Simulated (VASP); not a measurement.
# LiF (P6_3mc) in VASP: further runs

Runs on LiF. Level: LDA. Tasks: single point, relaxation of cell and atoms.

Everything below comes from runs of VASP 6.6.1. Logs are shortened: lines on timing, memory, paths and dates and some standing lists are left out, and cuts for length are marked.

## Step 1: The cell of the first run

It takes space group P6_3mc (No. 186, hexagonal). The conventional cell has a = 3.030 Å, b = 3.030 Å, c = 4.659 Å, α = 90.00°, β = 90.00°, γ = 120.00°. Within 2.4 Å of Li (site symmetry 3m) lie 4 F at 1.82 to 1.83 Å. F (site symmetry 3m) has 4 Li at 1.82 to 1.83 Å within 2.4 Å.

## Step 2: Single point, LDA

INCAR

```
SYSTEM = LiF
PREC = Accurate ; ENCUT = 520
EDIFF = 1E-7 ; ISMEAR = 0
SIGMA = 0.02 ; LREAL = .False.
LASPH = .True. ; NELM = 60
ALGO = Normal ; ISIF = 2
LWAVE = .False. ; LCHARG = .True.
GGA = CA ; LELF = .True.
LVHAR = .True. ; NBANDS = 18
```

KPOINTS

```
regular mesh
0
Gamma
  9 9 6
  0 0 0
```

POSCAR

```
LiF
1.0
    3.0300909680      0.0000000000      0.0000000000
   -1.5150454840      2.6241357541      0.0000000000
    0.0000000000      0.0000000000      4.6590208518
Li F
2 2
Direct
    0.3333333333      0.6666666667      0.3839784076
    0.6666666667      0.3333333333      0.8839784076
    0.3333333333      0.6666666667      0.9910195924
    0.6666666667      0.3333333333      0.4910195924
```

Potentials or basis: VASP PAW LDA potentials, release 64 (Li_sv, F).

Started as:

```console
cat potpaw_LDA.64/Li_sv/POTCAR potpaw_LDA.64/F/POTCAR > POTCAR
mpirun -np 1 vasp_std > vasp.out
```

OUTCAR:

```text
SYSTEM = LiF
   PREC = Accurate
   ENCUT = 520
   EDIFF = 1E-7
   ISMEAR = 0
   LREAL = .False.
   LASPH = .True.
   NELM = 60
   ISIF = 2
   GGA = CA

 ion  position               nearest neighbor table
   1  0.333  0.667  0.384-   4 1.82   4 1.82   4 1.82   3 1.83
   2  0.667  0.333  0.884-   3 1.82   3 1.82   3 1.82   4 1.83
   3  0.333  0.667  0.991-   2 1.82   2 1.82   2 1.82   1 1.83
   4  0.667  0.333  0.491-   1 1.82   1 1.82   1 1.82   2 1.83

  LATTYP: Found a hexagonal cell.
 ALAT       =     3.0300909680
 C/A-ratio  =     1.5375844821

  Lattice vectors:

 A1 = (   3.0300909680,   0.0000000000,   0.0000000000)
 A2 = (  -1.5150454840,   2.6241357541,   0.0000000000)
 A3 = (   0.0000000000,   0.0000000000,   4.6590208518)

Analysis of symmetry for initial positions (statically):
=====================================================================
 Subroutine PRICEL returns:
 Original cell was already a primitive cell.

 Routine SETGRP: Setting up the symmetry group for a
 hexagonal supercell.

 Subroutine GETGRP returns: Found 12 space group operations
 (whereof  6 operations were pure point group operations)
 out of a pool of 24 trial point group operations.

The static configuration has the point symmetry C_3v.
 The point group associated with its full space group is C_6v.

Analysis of symmetry for dynamics (positions and initial velocities):
=====================================================================
 Subroutine PRICEL returns:
 Original cell was already a primitive cell.

 Routine SETGRP: Setting up the symmetry group for a
 hexagonal supercell.

 Subroutine GETGRP returns: Found 12 space group operations
 (whereof  6 operations were pure point group operations)
 out of a pool of 24 trial point group operations.

The dynamic configuration has the point symmetry C_3v.
 The point group associated with its full space group is C_6v.

 Subroutine INISYM returns: Found 12 space group operations
 (whereof  6 operations are pure point group operations),
 and found     1 'primitive' translations

----------------------------------------------------------------------------------------

                                     Primitive cell

  volume of cell :      37.0456

  direct lattice vectors                    reciprocal lattice vectors
     3.030090968  0.000000000  0.000000000     0.330023095  0.190538923  0.000000000
    -1.515045484  2.624135754  0.000000000     0.000000000  0.381077846  0.000000000
     0.000000000  0.000000000  4.659020852     0.000000000  0.000000000  0.214637374

  length of vectors
     3.030090968  3.030090968  4.659020852     0.381077846  0.381077846  0.214637374

  position of ions in fractional coordinates (direct lattice)
     0.333333333  0.666666667  0.383978408
     0.666666667  0.333333333  0.883978408
     0.333333333  0.666666667  0.991019592
     0.666666667  0.333333333  0.491019592

  ion indices of the primitive-cell ions
   primitive index   ion index
                 1           1
                 2           2
                 3           3
                 4           4

----------------------------------------------------------------------------------------

 KPOINTS: regular mesh

Automatic generation of k-mesh.
 Grid dimensions read from file:
 generate k-points for:    9    9    6

 Generating k-lattice:

  Cartesian coordinates                     Fractional coordinates (reciprocal lattice)
     0.036669233  0.021170991  0.000000000     0.111111111  0.000000000  0.000000000
     0.000000000  0.042341983  0.000000000     0.000000000  0.111111111  0.000000000
     0.000000000  0.000000000  0.035772896     0.000000000  0.000000000  0.166666667

  Length of vectors
     0.042341983  0.042341983  0.035772896

  Shift w.r.t. Gamma in fractional coordinates (k-lattice)
     0.000000000  0.000000000  0.000000000

 Subroutine IBZKPT returns following result:
 ===========================================

 Found     48 irreducible k-points:

 Following reciprocal coordinates:
            Coordinates               Weight
  0.000000  0.000000  0.000000      1.000000
  0.111111  0.000000  0.000000      6.000000
  0.222222  0.000000  0.000000      6.000000
  0.333333  0.000000  0.000000      6.000000
  0.444444  0.000000  0.000000      6.000000
  0.111111  0.111111  0.000000      6.000000
[... 16 lines left out ...]
  0.333333  0.222222  0.166667     24.000000
  0.333333  0.333333  0.166667      4.000000
 [... further k-points ...]
   k-points           NKPTS =     48   k-points in BZ     NKDIM =     48   number of bands    NBANDS=     18
   number of dos      NEDOS =    301   number of ions     NIONS =      4
   total plane-waves  NPLWV =  20736
   dimension x,y,z NGX =    24 NGY =   24 NGZ =   36
   dimension x,y,z NGXF=    48 NGYF=   48 NGZF=   72
   ions per type =               2   2
   NGX,Y,Z   is equivalent  to a cutoff of  13.17, 13.17, 12.85 a.u.
   NGXF,Y,Z  is equivalent  to a cutoff of  26.34, 26.34, 25.69 a.u.
 SYSTEM =  LiF
   PREC   = accura    normal or accurate (medium, high low for compatibility)
   ISTART =      0    job   : 0-new  1-cont  2-samecut
   ICHARG =      2    charge: 1-file 2-atom 10-const
   ISPIN  =      1    spin polarized calculation?
   LNONCOLLINEAR =      F non collinear calculations
   LSORBIT =      F    spin-orbit coupling
   LASPH  =      T    aspherical Exc in radial PAW
   ENCUT  =  520.0 eV  38.22 Ry    6.18 a.u.   5.63  5.63  8.66*2*pi/ulx,y,z
   NELM   =     60;   NELMIN=  2; NELMDL= -5     # of ELM steps
   EDIFF  = 0.1E-06   stopping-criterion for ELM
   LREAL  =      F    real-space projection
   EDIFFG = 0.1E-05   stopping-criterion for IOM
   NSW    =      0    number of steps for IOM
   IBRION =     -1    ionic relax: 0-MD 1-quasi-New 2-CG
   NFREE  =      0    steps in history (QN), initial steepest desc. (CG)
   ISIF   =      2    stress and relaxation
   ISYM   =      2    0-nonsym 1-usesym 2-fastsym
   POTIM  = 0.5000    time-step for ionic-motion
   TEBEG  =    0.0;   TEEND  =   0.0 temperature during run
   PSTRESS=    0.0 pullay stress
   NELECT =      20.0000    total number of electrons
   NUPDOWN=      -1.0000    fix difference up-down
   EMIN   =  10.00;   EMAX   =-10.00  energy-range for DOS
   EFERMI =   0.00;   METHOD = LEGACY
   ISMEAR =     0;   SIGMA  =   0.02  broadening in eV -4-tet -1-fermi 0-gaus
   EFERMI_NEDOS =   21; number of points for ismear=-14 and -15
   IALGO  =     38    algorithm
   IMIX   =      4    mixing-type and parameters
     AMIX     =   0.40;   BMIX     =  1.00
     AMIX_MAG =   1.60;   BMIX_MAG =  1.00
  volume/ion in A,a.u.               =       9.26        62.50
  Fermi-wavevector in a.u.,A,eV,Ry     =   1.333028  2.519058 24.177060  1.776964
  Thomas-Fermi vector in A             =   2.461918
   LORBIT       =      0    0 simple, 1 ext, 2 COOP (PROOUT), +10 PAW based schemes
   GGA     = CA    functional components
   LHFCALC =     F    Hartree Fock is set to
   AEXX    =    0.0000 exact exchange contribution
   IVDW    =     0    specifies the selected vdW correction
   LEPSILON=     F    determine dielectric tensor
   LRPA    =     F    only Hartree local field effects (RPA)
 non-spin polarized calculation
 Gauss-broadening in eV      SIGMA  =   0.02
  energy-cutoff  :      520.00
  volume of cell :       37.05
 maximum number of plane-waves:      1015
 NGX is ok and might be reduce to    24
   NGX = 11   NGY = 11   NGZ = 17

 number of electron      20.0000001 magnetization

 Free energy of the ion-electron system (eV)
  ---------------------------------------------------
  ext. energy  EPLUGINS =         0.00000000
  ---------------------------------------------------
  free energy    TOTEN  =       -20.80999477 eV

  energy without entropy =      -20.80999477  energy(sigma->0) =      -20.80999477

 E-fermi :  -2.2402     XC(G=0):  -9.8688

 val. band max:       -2.3759168319   @ k =   0.0000   0.0000   0.0000
 cond. band min:       5.4422181237   @ k =   0.0000   0.0000   0.0000
 fundamental gap:      7.8181349556
 Fermi energy:        -2.2402072554

 k-point     1 :       0.0000    0.0000    0.0000
  band No.  band energies     occupation
      1     -41.5727      2.00000
      2     -41.5044      2.00000
      3     -21.5643      2.00000
      4     -21.2588      2.00000
      5      -4.9118      2.00000
      6      -3.0049      2.00000
[... 10 lines left out ...]
     17      17.2359      0.00000
     18      18.4608      0.00000

 k-point     2 :       0.1111    0.0000    0.0000
  band No.  band energies     occupation
      1     -41.5669      2.00000
      2     -41.5023      2.00000
      3     -21.5475      2.00000
      4     -21.2587      2.00000
      5      -4.8420      2.00000
      6      -3.1422      2.00000
[... 10 lines left out ...]
     17      17.4698      0.00000
     18      18.3222      0.00000

 k-point     3 :       0.2222    0.0000    0.0000
  band No.  band energies     occupation
      1     -41.5514      2.00000
      2     -41.4974      2.00000
      3     -21.5010      2.00000
      4     -21.2589      2.00000
      5      -4.6626      2.00000
      6      -3.5373      2.00000
[... 10 lines left out ...]
     17      17.5855      0.00000
     18      17.9279      0.00000

 k-point     4 :       0.3333    0.0000    0.0000
  band No.  band energies     occupation
      1     -41.5322      2.00000
      2     -41.4933      2.00000
      3     -21.4386      2.00000
      4     -21.2666      2.00000
      5      -4.5499      2.00000
      6      -3.8617      2.00000
[... 375 lines left out ...]
      4     -21.2832      2.00000
      5      -4.3820      2.00000
      6      -4.2543      2.00000
[... 10 lines left out ...]
     17      17.6704      0.00000
     18      18.8071      0.00000

 k-point    23 :       0.3333    0.2222    0.1667
  band No.  band energies     occupation
      1     -41.5084      2.00000
      2     -41.4952      2.00000
      3     -21.3545      2.00000
      4     -21.2985      2.00000
      5      -4.6655      2.00000
      6      -4.0121      2.00000
[... 10 lines left out ...]
     17      17.0036      0.00000
     18      19.1688      0.00000

 k-point    24 :       0.3333    0.3333    0.1667
  band No.  band energies     occupation
      1     -41.4998      2.00000
      2     -41.4998      2.00000
      3     -21.3211      2.00000
      4     -21.3211      2.00000
      5      -4.7422      2.00000
      6      -3.7935      2.00000
[... 10 lines left out ...]
     17      16.3573      0.00000
     18      19.1901      0.00000

 [... further k-points ...]
[... 5 lines left out ...]
  --------------------------------------------------------------------------------------
  -------------------------------------------------------------------------------------
  Total       -0.0445556     -0.0445556     -0.0541122      0.0000000     -0.0000000      0.0000000
  in kB       -1.9269761     -1.9269761     -2.3402858      0.0000000     -0.0000000      0.0000000
  external PRESSURE =      -2.0647460 kB  Pullay stress =       0.0000000 kB

 VOLUME and BASIS-vectors are now :
 -----------------------------------------------------------------------------
  energy-cutoff  :      520.00
  volume of cell :       37.05
      direct lattice vectors                 reciprocal lattice vectors
     3.030090968  0.000000000  0.000000000     0.330023095  0.190538923  0.000000000
    -1.515045484  2.624135754  0.000000000     0.000000000  0.381077846  0.000000000
     0.000000000  0.000000000  4.659020852     0.000000000  0.000000000  0.214637374

 POSITION                                       TOTAL-FORCE (eV/Angst)
 -----------------------------------------------------------------------------------
     -0.00000      1.74942      1.78896        -0.000000      0.000000      0.001497
      1.51505      0.87471      4.11847         0.000000     -0.000000      0.001497
     -0.00000      1.74942      4.61718         0.000000     -0.000000     -0.001497
      1.51505      0.87471      2.28767        -0.000000      0.000000     -0.001497
 -----------------------------------------------------------------------------------
    total drift:                               -0.000000     -0.000001     -0.002014

  FREE ENERGIE OF THE ION-ELECTRON SYSTEM (eV)
  ---------------------------------------------------
  free  energy   TOTEN  =       -20.8099947678 eV

  energy  without entropy=      -20.8099947678  energy(sigma->0) =      -20.80999477
```

Wall time 38 s (1 thread of Intel Xeon Platinum 8175M at 2.50GHz (Skylake/Cascade Lake), shared host); peak memory 0.14 GiB.

What came out:

| Item | Value |
| --- | --- |
| Free energy | -20.8100 eV |
| Band gap on the k mesh | 7.82 eV |

Caveat: the cutoff is under 1.25 times the usual one of these potentials, so pressure, stress and relaxed cells hold a basis-set (Pulay) error; an odd mesh through Γ misses points on the zone boundary, where band edges can lie.

## Step 3: Single point, LDA

INCAR

```
SYSTEM = LiF
PREC = Accurate ; ENCUT = 520
EDIFF = 1E-7 ; ISMEAR = 0
SIGMA = 0.05 ; LREAL = .False.
LASPH = .True. ; NELM = 60
ALGO = Normal ; ISIF = 2
LWAVE = .False. ; LCHARG = .False.
GGA = CA ; NBANDS = 18
```

KPOINTS

```
Automatic mesh
0
Gamma
  9 9 6
  0 0 0
```

POSCAR is that of step 2.

Potentials or basis: VASP PAW LDA potentials, release 64 (Li_sv, F).

Started as:

```console
cat potpaw_LDA.64/Li_sv/POTCAR potpaw_LDA.64/F/POTCAR > POTCAR
mpirun -np 1 vasp_std > vasp.out
```

Wall time 34 s (1 thread of Intel Xeon Platinum 8175M at 2.50GHz (Skylake/Cascade Lake), shared host); peak memory 0.14 GiB.

It converged, with:

```yaml
Free_energy: -20.8100 eV
Band_gap_on_the_k_mesh: 7.82 eV
```

Levels at points of the mesh, in eV from the valence-band top:
```csv
k point,band 7,band 8,band 9,band 10,band 11,band 12,band 13,band 14
"(0.00, 0.00, 0.00)",-0.63,-0.24,-0.24,0.00,7.82,12.23,15.69,18.40
"(0.00, 0.00, 0.50)",-0.43,-0.43,-0.43,-0.43,9.58,9.58,17.90,17.90
```

Caveat: the cutoff is under 1.25 times the usual one of these potentials, so pressure, stress and relaxed cells hold a basis-set (Pulay) error; an odd mesh through Γ misses points on the zone boundary, where band edges can lie.

## Step 4: Single point, LDA

INCAR

```
SYSTEM = LiF
  PREC = Accurate
  ENCUT = 520
  EDIFF = 1E-6
  ISMEAR = 0
  SIGMA = 0.05
  LREAL = .False.
  LASPH = .True.
  NELM = 60
  ALGO = Normal
  ISIF = 2
  LWAVE = .False.
  LCHARG = .False.
  NBANDS = 18
```

KPOINTS is that of step 3.

POSCAR is that of step 3.

Started as:

```console
cat potpaw_LDA.64/Li_sv/POTCAR potpaw_LDA.64/F/POTCAR > POTCAR
mpirun -np 1 vasp_std > vasp.out
```

Wall time 34 s (1 thread of Intel Xeon Platinum 8175M at 2.50GHz (Skylake/Cascade Lake), shared host); peak memory 0.15 GiB.

The run converged. Its results:

| Quantity | Value |
| --- | --- |
| Free energy | -20.8100 eV |
| Band gap on the k mesh | 7.82 eV |

Levels at points of the mesh, in eV from the valence-band top:
| k point | band 6 | band 7 | band 8 | band 9 | band 10 | band 11 | band 12 | band 13 | band 14 | band 15 |
| --- | --- | --- | --- | --- | --- | --- | --- | --- | --- | --- |
| (0.00, 0.00, 0.00) | -0.63 | -0.63 | -0.24 | -0.24 | 0.00 | 7.82 | 12.23 | 15.69 | 18.40 | 18.40 |
| (0.00, 0.00, 0.50) | -1.33 | -0.43 | -0.43 | -0.43 | -0.43 | 9.58 | 9.58 | 17.90 | 17.90 | 18.69 |

Caveat: the cutoff is under 1.25 times the usual one of these potentials, so pressure, stress and relaxed cells hold a basis-set (Pulay) error; an odd mesh through Γ misses points on the zone boundary, where band edges can lie.

(Continued in part 2 of 2.)
